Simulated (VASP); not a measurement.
As, 2 atoms in the cell. The cell holds a slab with vacuum, 2 atoms: a = 3.407 Å, b = 3.407 Å, c = 28.000 Å, α = 90.00°, β = 90.00°, γ = 120.00°. 

```yaml
Program: VASP 6.6.1
Task: single point
Functional: LDA
Potentials_or_basis: VASP PAW LDA potentials, release 64 (As_d)
Cutoff: 400 eV
k_mesh: 9 × 9 × 1
Occupations: gaussian, width 0.02 eV
Spin: no spin polarisation
Dipole_correction: yes
Further_INCAR_settings: ALGO = Normal; EDIFF = 1e-06; NBANDS = 22; NELMDL = -8
```

Potentials or basis: VASP PAW LDA potentials, release 64 (As_d).

The run is started by

```console
$ cat potpaw_LDA.64/As_d/POTCAR > POTCAR
$ mpirun -np 1 vasp_std > vasp.out
```

Hardware: 1 thread of Intel(R) Xeon(R) Platinum 8488C (Sapphire Rapids), with other jobs on the host.

**Question.** Estimate the wall time of this run.

**Answer.** It took 55 s on 1 thread of Intel(R) Xeon(R) Platinum 8488C (Sapphire Rapids), on a shared host, peak memory 0.25 GiB. Counts: scf iterations 21, k points 12.
